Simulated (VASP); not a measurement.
# SbAs (R-3m) in VASP: single point with LDA

Aim: the single point of SbAs with LDA.

Everything below comes from runs of VASP 6.6.1. Logs are shortened: lines on timing, memory, paths and dates and some standing lists are left out, and cuts for length are marked.

## (1) The cell of the first run

The structure is trigonal, space group R-3m (No. 166). The conventional cell has a = 4.025 Å, b = 4.025 Å, c = 10.837 Å, α = 90.00°, β = 90.00°, γ = 120.00°. Sb (site symmetry -3m) has 6 As at 2.94 Å within 3.9 Å. As (site symmetry -3m) has 6 Sb at 2.94 Å within 3.9 Å.

## (2) Single point, LDA

Input file INCAR:

```
ALGO     = Normal         # electronic algorithm
EDIFF    = 1E-6           # SCF threshold, eV
ENCUT    = 520            # plane-wave cutoff, eV
ISIF     = 2              # what is computed and relaxed
ISMEAR   = 0              # smearing method
LASPH    = True           # aspherical terms in the spheres
LCHARG   = True           # write CHGCAR
LELF     = True           # ELF
LREAL    = False          # projectors in reciprocal space
LVHAR    = True         
LWAVE    = False          # write WAVECAR
NBANDS   = 12             # bands
NELM     = 80             # most SCF steps
PREC     = Accurate       # precision mode
SIGMA    = 0.15           # smearing width, eV
```

Input file KPOINTS:

```
k-points
0
Gamma
  18 18 18
```

Input file POSCAR:

```
SbAs
1.0
    2.0127488605      1.1620610964      3.6123300000
   -2.0127488605      1.1620610964      3.6123300000
    0.0000000000     -2.3241221929      3.6123300000
Sb As
1 1
Direct
    0.5000000000      0.5000000000      0.5000000000
    0.0000000000      0.0000000000      0.0000000000
```

Potentials or basis: VASP PAW LDA potentials, release 64 (Sb, As).

Run with:

```bash
cat potpaw_LDA.64/Sb/POTCAR potpaw_LDA.64/As/POTCAR > POTCAR
mpirun -np 1 vasp_std > vasp.out
```

OUTCAR:

```text
EDIFF = 1E-6
   ENCUT = 520
   ISIF = 2
   ISMEAR = 0
   LASPH = True
   LREAL = False
   NELM = 80
   PREC = Accurate

 ion  position               nearest neighbor table
   1  0.500  0.500  0.500-   2 2.94   2 2.94   2 2.94   2 2.94   2 2.94   2 2.94
   2  0.000  0.000  0.000-   1 2.94   1 2.94   1 2.94   1 2.94   1 2.94   1 2.94

  LATTYP: Found a trigonal (rhomboedric) cell.
 ALAT       =     4.2954012614
 COS(alpha) =     0.5608613182

  Lattice vectors:

 A1 = (   2.0127488605,   1.1620610964,   3.6123300000)
 A2 = (  -2.0127488605,   1.1620610964,   3.6123300000)
 A3 = (   0.0000000000,  -2.3241221929,   3.6123300000)

Analysis of symmetry for initial positions (statically):
=====================================================================
 Subroutine PRICEL returns:
 Original cell was already a primitive cell.

 Routine SETGRP: Setting up the symmetry group for a
 trigonal (rhombohedral) supercell.

 Subroutine GETGRP returns: Found 12 space group operations
 (whereof 12 operations were pure point group operations)
 out of a pool of 12 trial point group operations.

The static configuration has the point symmetry D_3d.

Analysis of symmetry for dynamics (positions and initial velocities):
=====================================================================
 Subroutine PRICEL returns:
 Original cell was already a primitive cell.

 Routine SETGRP: Setting up the symmetry group for a
 trigonal (rhombohedral) supercell.

 Subroutine GETGRP returns: Found 12 space group operations
 (whereof 12 operations were pure point group operations)
 out of a pool of 12 trial point group operations.

The dynamic configuration has the point symmetry D_3d.

 Subroutine INISYM returns: Found 12 space group operations
 (whereof 12 operations are pure point group operations),
 and found     1 'primitive' translations

----------------------------------------------------------------------------------------

                                     Primitive cell

  volume of cell :      50.6941

  direct lattice vectors                    reciprocal lattice vectors
     2.012748860  1.162061096  3.612330000     0.248416486  0.143423325  0.092276545
    -2.012748860  1.162061096  3.612330000    -0.248416486  0.143423325  0.092276545
     0.000000000 -2.324122193  3.612330000     0.000000000 -0.286846651  0.092276545

  length of vectors
     4.295401261  4.295401261  4.295401261     0.301323683  0.301323683  0.301323683

  position of ions in fractional coordinates (direct lattice)
     0.500000000  0.500000000  0.500000000
     0.000000000  0.000000000  0.000000000

  ion indices of the primitive-cell ions
   primitive index   ion index
                 1           1
                 2           2

----------------------------------------------------------------------------------------

 KPOINTS: k-points

Automatic generation of k-mesh.
 Grid dimensions read from file:
 generate k-points for:   18   18   18

 Generating k-lattice:

  Cartesian coordinates                     Fractional coordinates (reciprocal lattice)
     0.013800916  0.007967963  0.005126475     0.055555556 -0.000000000 -0.000000000
    -0.013800916  0.007967963  0.005126475    -0.000000000  0.055555556 -0.000000000
     0.000000000 -0.015935925  0.005126475    -0.000000000 -0.000000000  0.055555556

  Length of vectors
     0.016740205  0.016740205  0.016740205

  Shift w.r.t. Gamma in fractional coordinates (k-lattice)
     0.000000000  0.000000000  0.000000000

 Subroutine IBZKPT returns following result:
 ===========================================

 Found    580 irreducible k-points:

 Following reciprocal coordinates:
            Coordinates               Weight
  0.000000  0.000000  0.000000      1.000000
  0.055556  0.000000 -0.000000      6.000000
  0.111111  0.000000 -0.000000      6.000000
  0.166667 -0.000000 -0.000000      6.000000
  0.222222 -0.000000 -0.000000      6.000000
  0.277778 -0.000000 -0.000000      6.000000
[... 16 lines left out ...]
 -0.277778  0.055556  0.000000     12.000000
 -0.222222  0.055556  0.000000     12.000000
 [... further k-points ...]
   k-points           NKPTS =    580   k-points in BZ     NKDIM =    580   number of bands    NBANDS=     12
   number of dos      NEDOS =    301   number of ions     NIONS =      2
   total plane-waves  NPLWV =  32768
   dimension x,y,z NGX =    32 NGY =   32 NGZ =   32
   dimension x,y,z NGXF=    64 NGYF=   64 NGZF=   64
   ions per type =               1   1
   NGX,Y,Z   is equivalent  to a cutoff of  12.39, 12.39, 12.39 a.u.
   NGXF,Y,Z  is equivalent  to a cutoff of  24.77, 24.77, 24.77 a.u.
 SYSTEM =  unknown system
   PREC   = accura    normal or accurate (medium, high low for compatibility)
   ISTART =      0    job   : 0-new  1-cont  2-samecut
   ICHARG =      2    charge: 1-file 2-atom 10-const
   ISPIN  =      1    spin polarized calculation?
   LNONCOLLINEAR =      F non collinear calculations
   LSORBIT =      F    spin-orbit coupling
   LASPH  =      T    aspherical Exc in radial PAW
   ENCUT  =  520.0 eV  38.22 Ry    6.18 a.u.   7.99  7.99  7.99*2*pi/ulx,y,z
   NELM   =     80;   NELMIN=  2; NELMDL= -5     # of ELM steps
   EDIFF  = 0.1E-05   stopping-criterion for ELM
   LREAL  =      F    real-space projection
   EDIFFG = 0.1E-04   stopping-criterion for IOM
   NSW    =      0    number of steps for IOM
   IBRION =     -1    ionic relax: 0-MD 1-quasi-New 2-CG
   NFREE  =      0    steps in history (QN), initial steepest desc. (CG)
   ISIF   =      2    stress and relaxation
   ISYM   =      2    0-nonsym 1-usesym 2-fastsym
   POTIM  = 0.5000    time-step for ionic-motion
   TEBEG  =    0.0;   TEEND  =   0.0 temperature during run
   PSTRESS=    0.0 pullay stress
   NELECT =      10.0000    total number of electrons
   NUPDOWN=      -1.0000    fix difference up-down
   EMIN   =  10.00;   EMAX   =-10.00  energy-range for DOS
   EFERMI =   0.00;   METHOD = LEGACY
   ISMEAR =     0;   SIGMA  =   0.15  broadening in eV -4-tet -1-fermi 0-gaus
   EFERMI_NEDOS =   21; number of points for ismear=-14 and -15
   IALGO  =     38    algorithm
   IMIX   =      4    mixing-type and parameters
     AMIX     =   0.40;   BMIX     =  1.00
     AMIX_MAG =   1.60;   BMIX_MAG =  1.00
  volume/ion in A,a.u.               =      25.35       171.05
  Fermi-wavevector in a.u.,A,eV,Ry     =   0.952992  1.800893 12.356717  0.908193
  Thomas-Fermi vector in A             =   2.081606
   LORBIT       =      0    0 simple, 1 ext, 2 COOP (PROOUT), +10 PAW based schemes
   GGA     = CA    functional components
   LHFCALC =     F    Hartree Fock is set to
   AEXX    =    0.0000 exact exchange contribution
   IVDW    =     0    specifies the selected vdW correction
   LEPSILON=     F    determine dielectric tensor
   LRPA    =     F    only Hartree local field effects (RPA)
 non-spin polarized calculation
 Gauss-broadening in eV      SIGMA  =   0.15
  energy-cutoff  :      520.00
  volume of cell :       50.69
 maximum number of plane-waves:      1395
   NGX = 15   NGY = 15   NGZ = 15

 number of electron      10.0000000 magnetization

 Free energy of the ion-electron system (eV)
  ---------------------------------------------------
  ext. energy  EPLUGINS =         0.00000000
  ---------------------------------------------------
  free energy    TOTEN  =       -10.06179881 eV

  energy without entropy =      -10.05047539  energy(sigma->0) =      -10.05613710

 E-fermi :   6.2690     XC(G=0): -10.0491

 val. band max:        6.2678392048   @ k =  -0.2778   0.4444   0.2222
 cond. band min:       6.2729623450   @ k =   0.5000   0.2778   0.2222
 fundamental gap:      0.0051231402
 Fermi energy:         6.2689793749

 k-point     1 :       0.0000    0.0000    0.0000
  band No.  band energies     occupation
      1      -7.0700      2.00000
      2       1.0357      2.00000
      3       3.8542      2.00000
      4       5.0299      2.00000
      5       5.0299      2.00000
      6       9.8021      0.00000
      7       9.8021      0.00000
      8      10.2349      0.00000
      9      11.0510      0.00000
     10      12.1678      0.00000
     11      12.1678      0.00000
     12      14.0075      0.00000

 k-point     2 :       0.0556    0.0000   -0.0000
  band No.  band energies     occupation
      1      -7.0331      2.00000
      2       0.9007      2.00000
      3       3.8928      2.00000
      4       5.0282      2.00000
      5       5.0509      2.00000
      6       9.6274      0.00000
      7       9.6304      0.00000
      8      10.0357      0.00000
      9      11.1545      0.00000
     10      12.0464      0.00000
     11      12.2523      0.00000
     12      14.2342      0.00000

 k-point     3 :       0.1111    0.0000   -0.0000
  band No.  band energies     occupation
      1      -6.9226      2.00000
      2       0.5318      2.00000
      3       3.9822      2.00000
      4       5.0262      2.00000
      5       5.1153      2.00000
      6       9.1741      0.00000
      7       9.2044      0.00000
      8       9.5781      0.00000
      9      11.4379      0.00000
     10      11.8589      0.00000
     11      12.4969      0.00000
     12      14.8298      0.00000
[... 286 lines left out ...]
 k-point    23 :      -0.2778    0.0556    0.0000
  band No.  band energies     occupation
      1      -6.0059      2.00000
      2      -1.5346      2.00000
      3       4.1959      2.00000
      4       4.9844      2.00000
      5       5.8002      1.99999
      6       6.6603      0.00022
      7       6.9847      0.00000
      8       8.7656      0.00000
      9      11.9547      0.00000
     10      13.3590      0.00000
     11      14.9550      0.00000
     12      17.2009      0.00000

 k-point    24 :      -0.2222    0.0556    0.0000
  band No.  band energies     occupation
      1      -6.3485      2.00000
      2      -0.8590      2.00000
      3       4.0991      2.00000
      4       4.9084      2.00000
      5       5.6443      2.00000
      6       7.2479      0.00000
      7       7.5023      0.00000
      8       9.2065      0.00000
      9      11.6496      0.00000
     10      12.6549      0.00000
     11      14.1841      0.00000
     12      16.2486      0.00000

 [... further k-points ...]
[... 5 lines left out ...]
  --------------------------------------------------------------------------------------
  -------------------------------------------------------------------------------------
  Total       -1.2405986     -1.2405986     -2.4513766      0.0000000      0.0000000      0.0000000
  in kB      -39.2089007    -39.2089007    -77.4753245      0.0000000      0.0000000      0.0000000
  external PRESSURE =     -51.9643753 kB  Pullay stress =       0.0000000 kB

 VOLUME and BASIS-vectors are now :
 -----------------------------------------------------------------------------
  energy-cutoff  :      520.00
  volume of cell :       50.69
      direct lattice vectors                 reciprocal lattice vectors
     2.012748860  1.162061096  3.612330000     0.248416486  0.143423325  0.092276545
    -2.012748860  1.162061096  3.612330000    -0.248416486  0.143423325  0.092276545
     0.000000000 -2.324122193  3.612330000     0.000000000 -0.286846651  0.092276545

 POSITION                                       TOTAL-FORCE (eV/Angst)
 -----------------------------------------------------------------------------------
      0.00000     -0.00000      5.41850         0.000000     -0.000000     -0.000000
      0.00000      0.00000      0.00000         0.000000      0.000000      0.000000
 -----------------------------------------------------------------------------------
    total drift:                               -0.000000     -0.000000     -0.000000

  FREE ENERGIE OF THE ION-ELECTRON SYSTEM (eV)
  ---------------------------------------------------
  free  energy   TOTEN  =       -10.0617988053 eV

  energy  without entropy=      -10.0504753932  energy(sigma->0) =      -10.05613710
```

It took 96 s on 1 thread of AMD EPYC 9R45 (Zen 5), shared host; peak memory 0.45 GiB.

What came out:

```
Free energy            : -10.0618 eV
Pressure               : -5.2 GPa
Band gap on the k mesh : zero (band 5 reaches 6.80 eV, above the bottom of band 6 at 5.51 eV)
```

Stress tensor (GPa, compression positive):
```
-3.92  0.00  0.00
 0.00 -3.92  0.00
 0.00  0.00 -7.75
```

Levels at points of the mesh, in eV from the Fermi level:
| k point | band 2 | band 3 | band 4 | band 5 | band 6 | band 7 | band 8 | band 9 |
| --- | --- | --- | --- | --- | --- | --- | --- | --- |
| (0.00, 0.00, 0.00) | -5.23 | -2.41 | -1.24 | -1.24 | 3.53 | 3.53 | 3.97 | 4.78 |
| (0.50, 0.00, 0.00) | -9.79 | -1.22 | -0.85 | -0.74 | -0.07 | -0.05 | 0.45 | 8.30 |
| (0.50, 0.50, 0.00) | -7.83 | -5.89 | -4.02 | -3.26 | 2.55 | 5.29 | 5.53 | 7.01 |
| (0.50, 0.50, 0.50) | -10.22 | -0.44 | -0.44 | 0.36 | 0.36 | 0.42 | 1.24 | 8.42 |

Caveat: spin-orbit coupling is left out, which moves the levels of the heavy elements.
